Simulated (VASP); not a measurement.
## Rh: relaxation of cell and atoms with r2SCAN

Crystal: Rh.

```
CELL_PARAMETERS angstrom
2.69174 0.00000 0.00000
-1.34587 2.33112 0.00000
0.00000 0.00000 8.79807
ATOMIC_POSITIONS crystal
Rh 0.00000 0.00000 0.00000
Rh 0.33333 0.66667 0.25000
Rh 0.00000 0.00000 0.50000
Rh 0.66667 0.33333 0.75000
```

This isn't the form of Rh at room conditions, which is fcc.

```yaml
Program: VASP 6.6.1
Task: relaxation of cell and atoms
Functional: r2SCAN
Potentials_or_basis: VASP PAW PBE potentials, release 64 (Rh_pv)
Cutoff: 550 eV
k_mesh: 9 × 9 × 3
Occupations: methfessel-paxton, width 0.1 eV
Spin: no spin polarisation
Dipole_correction: no
Further_INCAR_settings: ALGO = Normal; EDIFF = 1e-07; IBRION = 2; EDIFFG = -0.02; NSW = 60; ISIF = 3
```

- Relaxed volume: 13.79 Å³/atom
- Relaxed cell: a = 2.694 Å, b = 2.694 Å, c = 8.771 Å, α = 90.00°, β = 90.00°, γ = 120.00°
- Space group after relaxing (to 0.1 Å): P6_3/mmc (No. 194)
- Energy gained by relaxing: 0.2 meV/atom
- Ionic steps: 5
- Pressure after relaxing: 0.0 GPa
- Band gap on the k mesh: zero (bands 30 and 31 overlap by 1.67 eV)

Step by step:
```csv
step,energy change (eV),largest force (eV/Å),pressure (GPa),volume (Å³)
1,0.0000,0.0000,-0.32,55.21
2,-0.0001,0.0000,0.82,54.99
3,-0.0008,0.0000,0.26,55.09
4,-0.0007,0.0000,-0.44,55.23
5,-0.0009,0.0000,0.01,55.14
```

Final structure:
```
Rh
1.0
     2.69442    0.00000    0.00000
    -1.34721    2.33343    0.00000
     0.00000    0.00000    8.77053
Rh
4
Direct
  0.00000 0.00000 0.00000
  0.33333 0.66667 0.25000
  0.00000 0.00000 0.50000
  0.66667 0.33333 0.75000
```

Levels at points of the mesh, in eV from the Fermi level:
```
           k point  band 27  band 28  band 29  band 30  band 31  band 32  band 33  band 34
(0.00, 0.00, 0.00)    -2.69    -1.53    -1.53    -0.90    -0.90    -0.37    -0.37     0.45
```

Run time: 15 min on 1 thread of AMD EPYC 9R45 96-Core Processor (Zen 5) (shared host), peak memory 0.19 GiB.

Caveat: the PAW data sets were made with another functional, which shifts forces and pressure a little.
